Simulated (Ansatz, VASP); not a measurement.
InP in VASP and in Ansatz

File INCAR:

```
  PREC = Accurate
  ENCUT = 520
  EDIFF = 1E-7
  ISMEAR = -1
  SIGMA = 0.03
  LREAL = F
  LASPH = T
  NELM = 100
  ALGO = Normal
  ISIF = 2
  LWAVE = F
  LCHARG = F
  GGA = PE
  NBANDS = 16
```

KPOINTS

```
regular mesh
0
Gamma
  15 15 15
```

File POSCAR:

```
InP
1.0
    0.0000000000      2.9305000000      2.9305000000
    2.9305000000      0.0000000000      2.9305000000
    2.9305000000      2.9305000000      0.0000000000
In P
1 1
Direct
    0.0000000000      0.0000000000      0.0000000000
    0.7500000000      0.7500000000      0.7500000000
```

Input for Ansatz:

```yaml
crystal:
  lattice:
    - [0.0, 2.9305, 2.9305]
    - [2.9305, 0.0, 2.9305]
    - [2.9305, 2.9305, 0.0]
  atoms:
    - { symbol: In, position: [0.0, 0.0, 0.0] }
    - { symbol: P, position: [0.75, 0.75, 0.75] }
kpoints:
  mp_grid: { grid: [15, 15, 15] }
scf:
  occupations: { method: fermi_dirac, width: 0.03 }
hamiltonian:
  xc: pbe
  pseudopotentials: { kind: all_electron, lapw: { basis_error: 0.00025 } }
output:
  forces: true
  stress: true
  eigenvalues: true
```

Alike in both runs: task single point; functional PBE; k mesh 15 × 15 × 15; occupations fermi-dirac, width 0.03 eV; no spin polarisation.

|  | VASP | Ansatz |
| --- | --- | --- |
| version | VASP 6.6.1 | Ansatz 0.2.0 |
| potentials or method | VASP PAW PBE potentials, release 64 (In_d, P), cutoff 520 eV | all-electron LAPW, scalar-relativistic |

```tsv
	VASP	Ansatz	Ansatz less VASP
pressure (GPa)	3.3	3.3	+0.05
```

Ansatz ran all-electron here, and VASP with PAW potentials.
